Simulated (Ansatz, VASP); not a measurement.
WC: VASP beside Ansatz

INCAR

```
SYSTEM = WC
PREC = Accurate ; ENCUT = 520
EDIFF = 1E-6 ; ISMEAR = 0
SIGMA = 0.1 ; LREAL = .False.
LASPH = .True. ; NELM = 60
ALGO = Normal ; ISIF = 2
LWAVE = .False. ; LCHARG = .True.
LDIPOL = .True. ; IDIPOL = 3
DIPOL = 0.5 0.5 0.500 ; GGA = PS
LELF = .True. ; LVHAR = .True.
LVACPOTAV = .True. ; NBANDS = 66
```

Contents of KPOINTS:

```
Automatic mesh
0
Gamma
  12 12 1
  0 0 0
```

The input POSCAR:

```
WC
1.0
    2.8984136678      0.0000000000      0.0000000000
   -1.4492068339      2.5100998670      0.0000000000
    0.0000000000      0.0000000000     30.5518654645
C W
6 6
Direct
    0.6666666667      0.3333333333      0.2454841917
    0.6666666667      0.3333333333      0.3380353947
    0.6666666667      0.3333333333      0.4305865977
    0.6666666667      0.3333333333      0.5231378008
    0.6666666667      0.3333333333      0.6156890038
    0.6666666667      0.3333333333      0.7082402068
    0.0000000000      0.0000000000      0.2917597932
    0.0000000000      0.0000000000      0.3843109962
    0.0000000000      0.0000000000      0.4768621992
    0.0000000000      0.0000000000      0.5694134023
    0.0000000000      0.0000000000      0.6619646053
    0.0000000000      0.0000000000      0.7545158083
```

Input for Ansatz:

```yaml
crystal:
  lattice:
    - [2.8984136678, 0.0, 0.0]
    - [-1.4492068339, 2.510099867, 0.0]
    - [0.0, 0.0, 30.5518654645]
  atoms:
    - { symbol: C, position: [0.6666666667, 0.3333333333, 0.2454841917] }
    - { symbol: W, position: [0.0, 0.0, 0.2917597932] }
    - { symbol: C, position: [0.6666666667, 0.3333333333, 0.3380353947] }
    - { symbol: W, position: [0.0, 0.0, 0.3843109962] }
    - { symbol: C, position: [0.6666666667, 0.3333333333, 0.4305865977] }
    - { symbol: W, position: [0.0, 0.0, 0.4768621992] }
    - { symbol: C, position: [0.6666666667, 0.3333333333, 0.5231378008] }
    - { symbol: W, position: [0.0, 0.0, 0.5694134023] }
    - { symbol: C, position: [0.6666666667, 0.3333333333, 0.6156890038] }
    - { symbol: W, position: [0.0, 0.0, 0.6619646053] }
    - { symbol: C, position: [0.6666666667, 0.3333333333, 0.7082402068] }
    - { symbol: W, position: [0.0, 0.0, 0.7545158083] }
basis:
  ecutwfc: 420
kpoints:
  mp_grid: { grid: [12, 12, 1] }
hamiltonian:
  xc: pbesol
scf:
  occupations: { method: gaussian, width: 0.1 }
output:
  forces: true
  stress: true
  eigenvalues: true
  write_density: true
  write_potential: true
  elf: true
  volumetric_format: npy
efield:
  axis: 3
  dipole_correction: true
  ramp_width: 0.04
```

Alike in both runs: task single point; functional PBEsol; k mesh 12 × 12 × 1; occupations gaussian, width 0.1 eV; no spin polarisation.

|  | VASP | Ansatz |
| --- | --- | --- |
| version | VASP 6.6.1 | Ansatz 0.2.0 |
| potentials or method | VASP PAW PBE potentials, release 64 (C, W_sv), cutoff 520 eV | scalar-relativistic, plane waves, PAW |
| valence electrons in the cell | 108 | 108 |

Ansatz gave:

* gap on the k mesh at the Fermi level (eV): none
* rms of the force components (eV/Å): 1.249
* work function, face that differs most (eV): 6.28

Question: Estimate VASP's values.

Answer: gap on the k mesh at the Fermi level (eV): none; rms of the force components (eV/Å): 1.244; work function, face that differs most (eV): 6.28.

VASP's potentials were made for PBE, not for PBEsol. A gap of «none» marks a metal or a gap that the smearing closes. The functional is the same, so the differences come from potentials, cutoffs and numerics. Ansatz's warnings: xc potential rough in thin density.

Spin-orbit coupling is off throughout.
